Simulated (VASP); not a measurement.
A run of VASP 6.6.1 is set up as follows.

INCAR

```
ALGO = Normal
EDIFF = 1E-6
ENCUT = 520
GGA = PE
ISIF = 2
ISMEAR = 0
LASPH = True
LCHARG = False
LREAL = False
LWAVE = False
NBANDS = 46
NELM = 80
PREC = Accurate
SIGMA = 0.1
```

The input KPOINTS:

```
k-points
0
Gamma
  4 4 4
```

POSCAR

```
Zn4SO3
1.0
    4.8277802697     -0.0011756373     -0.0026635360
   -0.0012288270      4.8240364245      0.0031892467
   -0.0026216738      0.0032249208      4.8142459996
Zn S O
4 1 3
Direct
    0.7704038827      0.7708461800      0.7708026276
    0.7702951237      0.2295396627      0.2290677340
    0.2293748071      0.7705738320      0.2295101926
    0.2291210807      0.2296417637      0.7705090571
    0.5003349142      0.4998128173      0.5000941679
    0.0001597543     -0.0002322038      0.4999227058
    0.0002542806      0.4998535209      0.0001592702
    0.5000561566     -0.0000355726     -0.0000657552
```

Potentials or basis: VASP PAW PBE potentials, release 64 (Zn, S, O).

Run with:

```bash
$ cat potpaw_PBE.64/Zn/POTCAR potpaw_PBE.64/S/POTCAR potpaw_PBE.64/O/POTCAR > POTCAR
$ mpirun -np 1 vasp_std > vasp.out
```

Predict the band gap on the k mesh.

0.41 eV, direct.

Predict the pressure.

0.4 GPa.

Predict the largest force.

0.031 eV/Å.

Stress tensor (GPa, compression positive):
```
 0.40  0.05  0.05
 0.05  0.43 -0.06
 0.05 -0.06  0.51
```
